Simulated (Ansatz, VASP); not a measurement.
**Ga: VASP beside Ansatz**

```
CELL_PARAMETERS angstrom
-3.55262 3.55262 3.55262
3.55262 -3.55262 3.55262
3.55262 3.55262 -3.55262
ATOMIC_POSITIONS crystal
Ga 0.24842 0.24842 0.24842
Ga 0.50000 0.00000 0.25158
Ga 0.25158 0.50000 0.00000
Ga 0.00000 0.25158 0.50000
Ga 0.75158 0.75158 0.75158
Ga 0.50000 0.00000 0.74842
Ga 0.74842 0.50000 0.00000
Ga 0.00000 0.74842 0.50000
```

Alike in both runs: functional PBE; k mesh 8 × 8 × 8; occupations gaussian, width 0.1 eV; no spin polarisation.

Ansatz relaxed the structure, and its values are those at the end. VASP's run is a single point on that final structure, the one shown.

```csv
,VASP,Ansatz
version,VASP 6.6.1,Ansatz 0.2.0
potentials or method,"VASP PAW PBE potentials, release 64 (Ga_d), cutoff 520 eV","scalar-relativistic, plane waves, PAW"
valence electrons in the cell,104,104
```

Ansatz gave:

* gap on the k mesh at the Fermi level (eV): none
* pressure (GPa): 0.0

**Question.** Estimate VASP's values.

**Answer.** gap on the k mesh at the Fermi level (eV): none; pressure (GPa): 0.1.

A gap of «none» marks a metal or a gap that the smearing closes. With one functional, cell and mesh, what is left measures potentials, basis and numerics.
